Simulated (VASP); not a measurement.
# AlN (P6_3mc) in VASP: further runs, part 2 of 2

VASP 6.6.1. The steps go on from the part before.

## Step 3: Single point, PBE (biaxial strain in the a-b plane: +1.5 %)

INCAR reads:

```
  PREC = Accurate
  ENCUT = 520
  EDIFF = 1E-7
  ISMEAR = 0
  SIGMA = 0.02
  LREAL = False
  LASPH = True
  NELM = 60
  ALGO = Normal
  ISIF = 2
  LWAVE = False
  LCHARG = False
  GGA = PE
  NBANDS = 16
```

KPOINTS reads:

```
regular mesh
0
Gamma
  12 12 6
```

POSCAR reads:

```
AlN
1.0
    3.1771615463      0.0000000000      0.0000000000
   -1.5885807732      2.7515026110      0.0000000000
    0.0000000000      0.0000000000      4.9728809320
Al N
2 2
Direct
    0.6666666667      0.3333333333      0.4992342259
    0.3333333333      0.6666666667      0.9992342259
    0.6666666667      0.3333333333      0.8807657741
    0.3333333333      0.6666666667      0.3807657741
```

Potentials or basis: VASP PAW PBE potentials, release 64 (Al, N).

The run is started by

```console
$ cat potpaw_PBE.64/Al/POTCAR potpaw_PBE.64/N/POTCAR > POTCAR
$ mpirun -np 1 vasp_std > vasp.out
```

Run time: 56 s. Hardware: 1 thread of Intel Xeon 8259CL, shared host; peak memory 0.18 GiB.

Results (log left out):

```yaml
Free_energy: -29.7484 eV
Pressure: -4.2 GPa
Largest_force: 0.248 eV/Å
Band_gap_on_the_k_mesh: 3.81 eV
```

Forces in eV/Å, atoms in the order of the input:
```
Al   0.000  0.000 -0.248
Al   0.000  0.000 -0.248
N    0.000  0.000  0.248
N    0.000  0.000  0.248
```

Stress tensor (GPa, compression positive):
```
-7.19  0.00  0.00
 0.00 -7.19  0.00
 0.00  0.00  1.86
```

Levels at points of the mesh, in eV from the valence-band top:
```
           k point  band 4  band 5  band 6  band 7  band 8  band 9  band 10  band 11  band 12  band 13
(0.00, 0.00, 0.00)   -0.99   -0.99   -0.29   -0.29    0.00    3.81     6.04    10.34    10.59    10.59
(0.50, 0.00, 0.00)   -4.06   -3.32   -2.18   -1.78   -0.72    5.50     5.80     7.78     9.95    10.54
(0.00, 0.00, 0.50)   -3.24   -0.65   -0.65   -0.65   -0.65    5.98     5.98    10.04    10.04    10.91
(0.50, 0.00, 0.50)   -5.52   -1.53   -1.53   -1.33   -1.33    5.17     5.17     9.00     9.00    11.36
```

Caveat: the cell differs from its parent crystal (biaxial strain in the a-b plane: +1.5 %); the cell stands under tension. A k mesh can miss the band edges.

## Step 4: Single point, PBE

INCAR reads:

```
SYSTEM = AlN
PREC = Accurate
ENCUT = 520
EDIFF = 1E-7
ISMEAR = 0
SIGMA = 0.02
LREAL = .False.
LASPH = .True.
NELM = 80
ALGO = Normal
ISIF = 2
LWAVE = .False.
LCHARG = .False.
GGA = PE
NBANDS = 16
```

KPOINTS reads:

```
Automatic mesh
0
Gamma
  12 12 6
  0 0 0
```

POSCAR reads:

```
AlN
1.0
    3.1771615463      0.0000000000      0.0000000000
   -1.5885807732      2.7515026110      0.0000000000
    0.0000000000      0.0000000000      4.9747955203
Al N
2 2
Direct
    0.6666666667      0.3333333333      0.4971905974
    0.3333333333      0.6666666667      0.9971905974
    0.6666666667      0.3333333333      0.8828094026
    0.3333333333      0.6666666667      0.3828094026
```

Potentials or basis: VASP PAW PBE potentials, release 64 (Al, N).

The run is started by

```console
$ cat potpaw_PBE.64/Al/POTCAR potpaw_PBE.64/N/POTCAR > POTCAR
$ mpirun -np 1 vasp_std > vasp.out
```

OUTCAR:

```text
SYSTEM = AlN
   PREC = Accurate
   ENCUT = 520
   EDIFF = 1E-7
   ISMEAR = 0
   LREAL = .False.
   LASPH = .True.
   NELM = 80
   ISIF = 2
   GGA = PE

 ion  position               nearest neighbor table
   1  0.667  0.333  0.497-   3 1.92   4 1.92   4 1.92   4 1.92   2 3.09   2 3.09   2 3.09   2 3.09
                             2 3.09   2 3.09
   2  0.333  0.667  0.997-   4 1.92   3 1.92   3 1.92   3 1.92   1 3.09   1 3.09   1 3.09   1 3.09
                             1 3.09   1 3.09
   3  0.667  0.333  0.883-   1 1.92   2 1.92   2 1.92   2 1.92
   4  0.333  0.667  0.383-   2 1.92   1 1.92   1 1.92   1 1.92

[... 661 lines left out ...]
  -------------------------------------------------------------------------------------
  Total       -1.7865359     -1.7865359     -0.0498919      0.0000000      0.0000000      0.0000000
  in kB      -65.8169670    -65.8169670     -1.8380447      0.0000000      0.0000000      0.0000000
  external PRESSURE =     -44.4906596 kB  Pullay stress =       0.0000000 kB

 VOLUME and BASIS-vectors are now :
 -----------------------------------------------------------------------------
  energy-cutoff  :      520.00
  volume of cell :       43.49
      direct lattice vectors                 reciprocal lattice vectors
     3.177161546  0.000000000  0.000000000     0.314746350  0.181718890  0.000000000
    -1.588580773  2.751502611  0.000000000     0.000000000  0.363437780  0.000000000
     0.000000000  0.000000000  4.974795520     0.000000000  0.000000000  0.201013287

 POSITION                                       TOTAL-FORCE (eV/Angst)
 -----------------------------------------------------------------------------------
      1.58858      0.91717      2.47342        -0.000000      0.000000      0.000489
     -0.00000      1.83434      4.96082         0.000000     -0.000000      0.000489
      1.58858      0.91717      4.39180        -0.000000      0.000000     -0.000489
     -0.00000      1.83434      1.90440         0.000000      0.000000     -0.000489
 -----------------------------------------------------------------------------------
    total drift:                               -0.000000      0.000000     -0.000369

  FREE ENERGIE OF THE ION-ELECTRON SYSTEM (eV)
  ---------------------------------------------------
  free  energy   TOTEN  =       -29.7533852867 eV

  energy  without entropy=      -29.7533852867  energy(sigma->0) =      -29.75338529
```

OSZICAR:

```text
N       E                     dE             d eps       ncg     rms          rms(c)
DAV:   1     0.403175550138E+02    0.40318E+02   -0.73418E+03  2432   0.895E+02
DAV:   2    -0.308006510600E+02   -0.71118E+02   -0.65356E+02  3480   0.183E+02
DAV:   3    -0.343276066376E+02   -0.35270E+01   -0.35180E+01  2984   0.424E+01
DAV:   4    -0.343495375757E+02   -0.21931E-01   -0.21930E-01  3072   0.378E+00
DAV:   5    -0.343498359795E+02   -0.29840E-03   -0.29840E-03  3040   0.444E-01    0.119E+01
DAV:   6    -0.297367770910E+02    0.46131E+01   -0.10628E+01  2952   0.234E+01    0.406E+00
DAV:   7    -0.297652979572E+02   -0.28521E-01   -0.63690E-01  2584   0.564E+00    0.289E+00
DAV:   8    -0.297584586395E+02    0.68393E-02   -0.65509E-02  2696   0.237E+00    0.672E-01
DAV:   9    -0.297528103088E+02    0.56483E-02   -0.12851E-02  3240   0.845E-01    0.260E-01
DAV:  10    -0.297534778862E+02   -0.66758E-03   -0.25459E-03  2632   0.318E-01    0.145E-01
DAV:  11    -0.297533817475E+02    0.96139E-04   -0.20114E-04  2824   0.109E-01    0.354E-02
DAV:  12    -0.297533854361E+02   -0.36886E-05   -0.13017E-05  2672   0.286E-02    0.785E-03
DAV:  13    -0.297533852926E+02    0.14346E-06   -0.51799E-06  2816   0.175E-02    0.451E-03
DAV:  14    -0.297533852867E+02    0.59304E-08   -0.36723E-07  2816   0.516E-03
   1 F= -.29753385E+02 E0= -.29753385E+02  d E =-.707049E-31
```

stdout:

```text
POSCAR found type information on POSCAR AlN
 POSCAR found :  2 types and       4 ions
 scaLAPACK will be used
 LDA part: xc-table for (Slater+PW92), standard interpolation
 POSCAR, INCAR and KPOINTS ok, starting setup
 FFT: planning ... GRIDC
 FFT: planning ... GRID_SOFT
 FFT: planning ... GRID
 WAVECAR not read
 entering main loop
```

It took 57 s on 1 thread of Intel Xeon 8259CL, shared host; peak memory 0.18 GiB.

What came out:

```yaml
Free_energy: -29.7534 eV
Pressure: -4.4 GPa
Band_gap_on_the_k_mesh: 3.74 eV
```

Caveat: the cell stands under tension.
